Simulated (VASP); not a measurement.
Here is a VASP 6.6.1 calculation.

File INCAR:

```
SYSTEM = SrCd
PREC = Accurate
ENCUT = 600
EDIFF = 1E-6
ISMEAR = -1
SIGMA = 0.05
LREAL = .FALSE.
LASPH = .TRUE.
NELM = 60
ALGO = Normal
ISIF = 3
LWAVE = .FALSE.
LCHARG = .FALSE.
GGA = PS
IBRION = 2
NSW = 32
EDIFFG = -0.005
```

KPOINTS

```
regular mesh
0
G
  10 10 10
  0 0 0
```

Contents of POSCAR:

```
SrCd
1.0
    3.9799356449      0.0000000000      0.0000000000
    0.0000000000      3.9799356449      0.0000000000
    0.0000000000      0.0000000000      3.9799356449
Sr Cd
1 1
Direct
    0.5000000000      0.5000000000      0.5000000000
    0.0000000000      0.0000000000      0.0000000000
```

Potentials or basis: VASP PAW PBE potentials, release 64 (Sr_sv, Cd).

The run is started by

```bash
$ cat potpaw_PBE.64/Sr_sv/POTCAR potpaw_PBE.64/Cd/POTCAR > POTCAR
$ mpirun -np 1 vasp_std > vasp.out
```

Question: Estimate the relaxed cell.

Answer: a = 3.982 Å, b = 3.982 Å, c = 3.982 Å, α = 90.00°, β = 90.00°, γ = 90.00°.

Question: What does it give for the relaxed volume?

Answer: 31.56 Å³/atom.

Final structure:
```xyz
2
Lattice="3.9816 0.0000 0.0000 0.0000 3.9816 0.0000 0.0000 0.0000 3.9816" Properties=species:S:1:pos:R:3 pbc="T T T"
Sr    1.9908    1.9908    1.9908
Cd    0.0000    0.0000    0.0000
```

Caveat: the PAW data sets were made with another functional, which shifts forces and pressure a little.
